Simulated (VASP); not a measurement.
# B4Pb5O11 in VASP: notebook, part 2 of 3

VASP 6.6.1.

## Step 3: Single point, PBE

File INCAR:

```
ALGO = Normal
EDIFF = 1E-7
ENCUT = 520
GGA = PE
ISIF = 2
ISMEAR = -1
ISYM = 0
LASPH = True
LCHARG = False
LREAL = Auto
LWAVE = False
NBANDS = 90
NELM = 80
PREC = Accurate
SIGMA = 0.1172
```

File KPOINTS:

```
k-points
0
Gamma
  1 1 1
```

File POSCAR:

```
B4Pb5O11
1.0
    6.9609960000     -0.1702740000     -0.2994950000
   -0.1702740000      6.7969110000     -0.0464410000
   -0.2994950000     -0.0464410000      6.9712270000
Pb O B
5 11 4
Direct
    0.5899130804      0.2556140270      0.1989821862
    0.4245810362      0.6456258871      0.4451579915
    0.1948168795      0.2836876121      0.9799358732
    0.7735487247      0.5256703680      0.8353280754
    0.9582553775      0.9015689571      0.4612300615
    0.2544271312      0.3621953782      0.3135036873
    0.0715934187      0.6302456364      1.0060937778
    0.6090506647      0.1399232370      0.8606252248
   -0.0866663337      0.9634238111      0.8914304801
    0.6808785828      1.0921428514      0.5270524023
    0.0822287849      0.5085927324      0.5612952591
    0.1279482762      0.1456610991      0.5631718084
    0.1781643795      0.9543126824      0.1570940921
    0.6952743543      0.5549491214      0.1678612079
    0.6062541924      0.7719631015      0.8044867622
    0.4734047887      0.3720888622      0.6571855351
    0.0801087308      0.8175913626      0.0309487734
    0.5735151901      0.1996349789      0.6675880989
    0.7096933015      0.9536791143      0.8439255252
    0.1494233038      0.3188998731      0.4886447624
```

Potentials or basis: VASP PAW PBE potentials, release 64 (Pb_d, O, B).

The run is started by

```
$ cat potpaw_PBE.64/Pb_d/POTCAR potpaw_PBE.64/O/POTCAR potpaw_PBE.64/B/POTCAR > POTCAR
$ mpirun -np 1 vasp_gam > vasp.out
```

OUTCAR:

```text
EDIFF = 1E-7
   ENCUT = 520
   GGA = PE
   ISIF = 2
   ISMEAR = -1
   ISYM = 0
   LASPH = True
   LREAL = Auto
   NELM = 80
   PREC = Accurate

 ion  position               nearest neighbor table
   1  0.590  0.256  0.199-  14 2.15   8 2.50  10 2.60   6 2.67   3 3.05   2 3.44   4 3.45   5 3.96

   2  0.425  0.646  0.445-   6 2.35  16 2.41  11 2.71  15 2.81  14 2.90  20 2.90   1 3.44   4 3.62
                             5 3.77   5 4.02
   3  0.195  0.284  0.980-   6 2.38   7 2.56  13 2.57   9 2.88  12 3.04   1 3.05   4 3.51
   4  0.774  0.526  0.835-  15 2.09   7 2.38  14 2.44  16 2.51  18 2.75   8 2.82  19 2.97  11 3.00
                            17 3.06   1 3.45   3 3.51   2 3.62   5 3.93
   5  0.958  0.902  0.461-  12 2.07  10 2.45  13 2.74  11 2.92  20 3.07   2 3.77   4 3.93   1 3.96
                             2 4.02
   6  0.254  0.362  0.314-  20 1.50   2 2.35   3 2.38   1 2.67
   7  0.072  0.630  0.006-  17 1.28   4 2.38   3 2.56
   8  0.609  0.140  0.861-  18 1.42  19 1.49   1 2.50   4 2.82
   9  0.913  0.963  0.891-  19 1.43  17 1.80   3 2.88
  10  0.681  0.092  0.527-  18 1.49   5 2.45   1 2.60
  11  0.082  0.509  0.561-  20 1.49   2 2.71   5 2.92   4 3.00
  12  0.128  0.146  0.563-  20 1.30   5 2.07   3 3.04
  13  0.178  0.954  0.157-  17 1.39   3 2.57   5 2.74
  14  0.695  0.555  0.168-   1 2.15   4 2.44   2 2.90
  15  0.606  0.772  0.804-  19 1.41   4 2.09   2 2.81
  16  0.473  0.372  0.657-  18 1.39   2 2.41   4 2.51
  17  0.080  0.818  0.031-   7 1.28  13 1.39   9 1.80   4 3.06
  18  0.574  0.200  0.668-  16 1.39   8 1.42  10 1.49   4 2.75
  19  0.710  0.954  0.844-  15 1.41   9 1.43   8 1.49   4 2.97
  20  0.149  0.319  0.489-  12 1.30  11 1.49   6 1.50   2 2.90   5 3.07

IMPORTANT INFORMATION: All symmetrisations will be switched off!
NOSYMM: (Re-)initialisation of all symmetry stuff for point group C_1.

----------------------------------------------------------------------------------------

                                     Primitive cell

  volume of cell :     329.0000

  direct lattice vectors                    reciprocal lattice vectors
     6.960996000 -0.170274000 -0.299495000     0.144014136  0.003650236  0.006211394
[... 125 lines left out ...]
   AEXX    =    0.0000 exact exchange contribution
   IVDW    =     0    specifies the selected vdW correction
   LEPSILON=     F    determine dielectric tensor
   LRPA    =     F    only Hartree local field effects (RPA)
 non-spin polarized calculation
  energy-cutoff  :      520.00
  volume of cell :      329.00
 maximum number of plane-waves:      4414
 NGX is ok and might be reduce to    50
   NGX = 25   NGY = 25   NGZ = 25

 number of electron     148.0000011 magnetization

 Free energy of the ion-electron system (eV)
  ---------------------------------------------------
  ext. energy  EPLUGINS =         0.00000000
  ---------------------------------------------------
  free energy    TOTEN  =      -129.37413801 eV

  energy without entropy =     -129.36856109  energy(sigma->0) =     -129.37134955

 E-fermi :   3.5979     XC(G=0):  -9.2011

 val. band max:        2.8402403896   @ k =   0.0000   0.0000   0.0000
 cond. band min:       4.3533155272   @ k =   0.0000   0.0000   0.0000
 fundamental gap:      1.5130751375
 Fermi energy:         3.5978940247

 k-point     1 :       0.0000    0.0000    0.0000
  band No.  band energies     occupation
      1     -18.1551      2.00000
      2     -16.5967      2.00000
      3     -16.4558      2.00000
      4     -16.1393      2.00000
      5     -15.7360      2.00000
      6     -15.4909      2.00000
[... 78 lines left out ...]
     85       8.1667      0.00000
     86       8.4148      0.00000
 [bands above 86 left out]

------------------------ aborting loop because EDIFF is reached ----------------------------------------

  FORCE on cell =-STRESS in cart. coord.  units (eV):
  Direction    XX          YY          ZZ          XY          YZ          ZX
  --------------------------------------------------------------------------------------
  -------------------------------------------------------------------------------------
  Total       -0.4564273     -3.3483484     -2.9985381      5.4423718     -2.8065218      7.9699218
  in kB       -2.2227277    -16.3059199    -14.6023998     26.5034781    -13.6673111     38.8122414
  external PRESSURE =     -11.0436825 kB  Pullay stress =       0.0000000 kB

 VOLUME and BASIS-vectors are now :
 -----------------------------------------------------------------------------
  energy-cutoff  :      520.00
  volume of cell :      329.00
      direct lattice vectors                 reciprocal lattice vectors
     6.960996000 -0.170274000 -0.299495000     0.144014136  0.003650236  0.006211394
    -0.170274000  6.796911000 -0.046441000     0.003650236  0.147224875  0.001137604
    -0.299495000 -0.046441000  6.971227000     0.006211394  0.001137604  0.143721200

 POSITION                                       TOTAL-FORCE (eV/Angst)
 -----------------------------------------------------------------------------------
      4.00326      1.62770      1.19860         0.918235     -0.736393      1.408860
      2.71225      4.29529      2.94615        -0.848018      0.098861      0.120402
      1.01433      1.84952      6.75983        -1.016795     -0.044068     -0.375079
      5.04499      3.40243      5.56718         1.054335     -0.925749      0.770611
      6.37876      5.94330      2.88648        -0.627666     -1.718489     -0.480220
      1.61550      2.40393      2.09249        -0.385979     -0.617097     -0.155048
[... 12 lines left out ...]
      4.52503      6.32204      5.62636         0.444000     -1.353565      0.240248
      0.83949      2.11940      3.34689        -0.142546      5.388077     -0.639863
 -----------------------------------------------------------------------------------
    total drift:                                0.017225      0.006219      0.000533

  FREE ENERGIE OF THE ION-ELECTRON SYSTEM (eV)
  ---------------------------------------------------
  free  energy   TOTEN  =      -129.3741380059 eV

  energy  without entropy=     -129.3685610904  energy(sigma->0) =     -129.37134955
```

Wall time 2 min (1 thread of Intel Xeon 8259CL, shared host); peak memory 0.37 GiB.

What came out:

* Free energy: -129.3741 eV
* Pressure: -1.1 GPa
* Largest force: 5.428 eV/Å

Forces on the atoms (eV/Å):
```
Pb   0.918 -0.736  1.409
Pb  -0.848  0.099  0.120
Pb  -1.017 -0.044 -0.375
Pb   1.054 -0.926  0.771
Pb  -0.628 -1.718 -0.480
O   -0.386 -0.617 -0.155
O    0.555 -0.718 -0.192
O    0.833 -2.625 -0.821
O   -0.504 -0.576  0.433
O   -2.441  2.226  1.799
O    1.605 -2.337 -0.671
O    0.565 -0.259  1.173
O   -0.893 -0.985 -1.149
O   -0.697 -0.462  0.431
O   -0.170  3.691 -0.130
O    0.716 -1.399 -0.780
B   -0.043  3.171  0.972
B    1.077  0.182 -1.957
B    0.444 -1.354  0.240
B   -0.143  5.388 -0.640
```

Stress tensor (GPa, compression positive):
```
-0.22  2.65  3.88
 2.65 -1.63 -1.37
 3.88 -1.37 -1.46
```

Levels at points of the mesh, in eV from the Fermi level:
| k point | band 72 | band 73 | band 74 | band 75 | band 76 | band 77 |
| --- | --- | --- | --- | --- | --- | --- |
| (0.00, 0.00, 0.00) | -1.49 | -1.24 | -0.76 | 0.76 | 1.64 | 2.24 |

Caveat: the k points lie up to 0.93 Å⁻¹ apart; the atoms stand as in a frame of molecular dynamics; spin-orbit coupling is left out, which moves the levels of the heavy elements.

## Step 4: Single point, PBE

File INCAR:

```
  ALGO = Normal
  EDIFF = 1E-6
  ENCUT = 520
  GGA = PE
  ISIF = 2
  ISMEAR = -1
  ISYM = 0
  LASPH = True
  LCHARG = True
  LELF = True
  LREAL = Auto
  LVHAR = True
  LWAVE = False
  NBANDS = 90
  NELM = 100
  PREC = Accurate
  SIGMA = 0.05
```

KPOINTS is that of step 3.

File POSCAR:

```
B4Pb5O11
1.0
    6.9609960000     -0.1702740000     -0.2994950000
   -0.1702740000      6.7969110000     -0.0464410000
   -0.2994950000     -0.0464410000      6.9712270000
Pb O B
5 11 4
Direct
    0.5949194029      0.2410693515      0.1953579891
    0.4311939624      0.6468490746      0.4339800947
    0.1781560623      0.2692910709      0.9849291949
    0.7971989151      0.5106374433      0.8557310790
    1.0011461040      0.9003842259      0.4745655243
    0.2319482573      0.3715306938      0.3027992920
    0.0878077885      0.6540557008      0.0008613971
    0.6523171858      0.1303412674      0.8086031217
    0.9260360656      0.9608198586      0.9380547508
    0.6699937782      0.0869051136      0.4781292801
    0.1236923006      0.5659009138      0.5487083163
    0.1021674475      0.2094469747      0.5792077301
    0.1533127597      0.9602727064      0.1963339351
    0.6791282504      0.5582005141      0.1735821980
    0.6588190589      0.7806703268      0.7667572903
    0.5035270606      0.3603891183      0.6128247822
    0.0503963044      0.8353451811      0.0518436291
    0.5987140519      0.1912659347      0.6205529452
    0.7478908952      0.9500240412      0.8365987293
    0.1484397995      0.3644896869      0.4801473605
```

Potentials or basis: VASP PAW PBE potentials, release 64 (Pb_d, O, B).

The run is started by

```
$ cat potpaw_PBE.64/Pb_d/POTCAR potpaw_PBE.64/O/POTCAR potpaw_PBE.64/B/POTCAR > POTCAR
$ mpirun -np 1 vasp_gam > vasp.out
```

OUTCAR:

```text
EDIFF = 1E-6
   ENCUT = 520
   GGA = PE
   ISIF = 2
   ISMEAR = -1
   ISYM = 0
   LASPH = True
   LREAL = Auto
   NELM = 100
   PREC = Accurate

 ion  position               nearest neighbor table
   1  0.595  0.241  0.195-  14 2.22  10 2.28   8 2.86   6 2.88  18 2.99   3 3.16   4 3.37   2 3.49
                             5 4.12
   2  0.431  0.647  0.434-  16 2.38  11 2.39   6 2.40  14 2.70  20 2.72  15 2.81   1 3.49   5 3.56
                             4 3.88
   3  0.178  0.269  0.985-   6 2.31  13 2.59   9 2.67   7 2.72  12 2.86  17 3.09   1 3.16   4 3.26

   4  0.797  0.511  0.856-  15 2.19   7 2.35  14 2.45  16 2.70   8 2.73  18 2.92  17 3.00  19 3.03
                             3 3.26   1 3.37   2 3.88   5 4.07
   5  0.001  0.900  0.475-  12 2.27  13 2.32  11 2.51  10 2.69  17 3.03   2 3.56   4 4.07   1 4.12

   6  0.232  0.372  0.303-  20 1.41   3 2.31   2 2.40   1 2.88
   7  0.088  0.654  0.001-  17 1.32   4 2.35   3 2.72
   8  0.652  0.130  0.809-  18 1.41  19 1.43   4 2.73   1 2.86
   9  0.926  0.961  0.938-  19 1.37  17 1.44   3 2.67
  10  0.670  0.087  0.478-  18 1.36   1 2.28   5 2.69
  11  0.124  0.566  0.549-  20 1.47   2 2.39   5 2.51
  12  0.102  0.209  0.579-  20 1.31   5 2.27   3 2.86
  13  0.153  0.960  0.196-  17 1.43   5 2.32   3 2.59
  14  0.679  0.558  0.174-   1 2.22   4 2.45   2 2.70
  15  0.659  0.781  0.767-  19 1.35   4 2.19   2 2.81
  16  0.504  0.360  0.613-  18 1.35   2 2.38   4 2.70
  17  0.050  0.835  0.052-   7 1.32  13 1.43   9 1.44   4 3.00   5 3.03   3 3.09
  18  0.599  0.191  0.621-  16 1.35  10 1.36   8 1.41   4 2.92   1 2.99
  19  0.748  0.950  0.837-  15 1.35   9 1.37   8 1.43   4 3.03
  20  0.148  0.364  0.480-  12 1.31   6 1.41  11 1.47   2 2.72

IMPORTANT INFORMATION: All symmetrisations will be switched off!
NOSYMM: (Re-)initialisation of all symmetry stuff for point group C_1.

----------------------------------------------------------------------------------------

                                     Primitive cell

  volume of cell :     329.0000

  direct lattice vectors                    reciprocal lattice vectors
[... 124 lines left out ...]
   GGA     = PE    functional components
   LHFCALC =     F    Hartree Fock is set to
   AEXX    =    0.0000 exact exchange contribution
   IVDW    =     0    specifies the selected vdW correction
   LEPSILON=     F    determine dielectric tensor
   LRPA    =     F    only Hartree local field effects (RPA)
 non-spin polarized calculation
  energy-cutoff  :      520.00
  volume of cell :      329.00
 maximum number of plane-waves:      4414
 NGX is ok and might be reduce to    50
   NGX = 25   NGY = 25   NGZ = 25

 number of electron     148.0000000 magnetization

 Free energy of the ion-electron system (eV)
  ---------------------------------------------------
  ext. energy  EPLUGINS =         0.00000000
  ---------------------------------------------------
  free energy    TOTEN  =      -131.57893501 eV

  energy without entropy =     -131.57893380  energy(sigma->0) =     -131.57893441

 E-fermi :   3.4116     XC(G=0):  -9.1290

 val. band max:        2.6729317360   @ k =   0.0000   0.0000   0.0000
 cond. band min:       4.1502498730   @ k =   0.0000   0.0000   0.0000
 fundamental gap:      1.4773181370
 Fermi energy:         3.4116107690

 k-point     1 :       0.0000    0.0000    0.0000
  band No.  band energies     occupation
      1     -18.3666      2.00000
      2     -17.5980      2.00000
      3     -16.2564      2.00000
      4     -16.1471      2.00000
      5     -15.8578      2.00000
      6     -15.7413      2.00000
[... 78 lines left out ...]
     85       8.2353      0.00000
     86       8.4446      0.00000
 [bands above 86 left out]

------------------------ aborting loop because EDIFF is reached ----------------------------------------

  FORCE on cell =-STRESS in cart. coord.  units (eV):
  Direction    XX          YY          ZZ          XY          YZ          ZX
  --------------------------------------------------------------------------------------
  -------------------------------------------------------------------------------------
  Total        5.4105358      2.1029002      6.3363680      1.8814917     -1.1517333      3.3471890
  in kB       26.3484422     10.2407868     30.8570963      9.1625628     -5.6087566     16.3002738
  external PRESSURE =      22.4821084 kB  Pullay stress =       0.0000000 kB

 VOLUME and BASIS-vectors are now :
 -----------------------------------------------------------------------------
  energy-cutoff  :      520.00
  volume of cell :      329.00
      direct lattice vectors                 reciprocal lattice vectors
     6.960996000 -0.170274000 -0.299495000     0.144014136  0.003650236  0.006211394
    -0.170274000  6.796911000 -0.046441000     0.003650236  0.147224875  0.001137604
    -0.299495000 -0.046441000  6.971227000     0.006211394  0.001137604  0.143721200

 POSITION                                       TOTAL-FORCE (eV/Angst)
 -----------------------------------------------------------------------------------
      4.04168      1.52816      1.17251         0.137179     -0.078726      0.008470
      2.76142      4.30300      2.86619         0.216979      0.579544     -0.213678
      0.89931      1.75427      6.80030        -0.220595      0.427367      0.037109
      5.20606      3.29527      5.70302        -0.264618     -0.078234      0.578050
     -0.28746      6.09760      3.26615        -0.127653     -0.181529      0.061027
      1.46064      2.47170      2.02416         0.339968     -0.705148     -1.065028
[... 12 lines left out ...]
      4.79374      6.29103      5.56401        -1.329328     -0.046793     -0.678687
      0.82742      2.42983      3.28583        -0.326295      3.162591      0.241313
 -----------------------------------------------------------------------------------
    total drift:                               -0.017756     -0.001353     -0.017888

  FREE ENERGIE OF THE ION-ELECTRON SYSTEM (eV)
  ---------------------------------------------------
  free  energy   TOTEN  =      -131.5789350129 eV

  energy  without entropy=     -131.5789338016  energy(sigma->0) =     -131.57893441
```

OSZICAR:

```text
N       E                     dE             d eps       ncg     rms          rms(c)
DAV:   1     0.259216362027E+04    0.25922E+04   -0.76910E+04   180   0.200E+03
DAV:   2     0.387087422981E+03   -0.22051E+04   -0.21235E+04   196   0.588E+02
DAV:   3    -0.988718658211E+02   -0.48596E+03   -0.46456E+03   204   0.286E+02
[... 11 lines left out ...]
DAV:  15    -0.131578923613E+03   -0.77555E-04   -0.23303E-04   216   0.629E-02    0.202E-02
DAV:  16    -0.131578930274E+03   -0.66611E-05   -0.42778E-05   264   0.355E-02    0.683E-03
DAV:  17    -0.131578933483E+03   -0.32090E-05   -0.14557E-05   200   0.167E-02    0.484E-03
DAV:  18    -0.131578934512E+03   -0.10297E-05   -0.13843E-06   128   0.718E-03    0.224E-03
DAV:  19    -0.131578935013E+03   -0.50061E-06   -0.17404E-06   152   0.628E-03
   1 F= -.13157894E+03 E0= -.13157893E+03  d E =-.121137E-05
```

Wall time 2.3 min (1 thread of Intel Xeon 8259CL, shared host); peak memory 0.37 GiB.

What came out:

```
Free energy   : -131.5789 eV
Pressure      : 2.2 GPa
Largest force : 3.189 eV/Å
```

Forces on the atoms (eV/Å):
```
Pb   0.137 -0.079  0.008
Pb   0.217  0.580 -0.214
Pb  -0.221  0.427  0.037
Pb  -0.265 -0.078  0.578
Pb  -0.128 -0.182  0.061
O    0.340 -0.705 -1.065
O   -0.353 -0.091  0.249
O    0.719 -1.546  1.024
O   -0.157  0.621  0.069
O   -0.140  0.282 -0.649
O    0.226 -1.666 -0.122
O   -0.314 -1.211  1.010
O   -0.553 -0.952 -0.760
O   -0.110 -0.821 -0.058
O   -0.029  0.464  0.084
O    0.341  0.298 -0.210
B    1.848  1.212  0.412
B    0.097  0.331 -0.017
B   -1.329 -0.047 -0.679
B   -0.326  3.163  0.241
```

Levels at points of the mesh, in eV from the Fermi level:
```csv
k point,band 70,band 71,band 72,band 73,band 74,band 75,band 76,band 77,band 78,band 79
"(0.00, 0.00, 0.00)",-1.63,-1.56,-1.27,-1.10,-0.74,0.74,2.12,2.77,3.13,3.22
```

Caveat: the k points lie up to 0.93 Å⁻¹ apart; the atoms stand as in a frame of molecular dynamics; spin-orbit coupling is left out, which moves the levels of the heavy elements.

(Continued in part 3 of 3.)
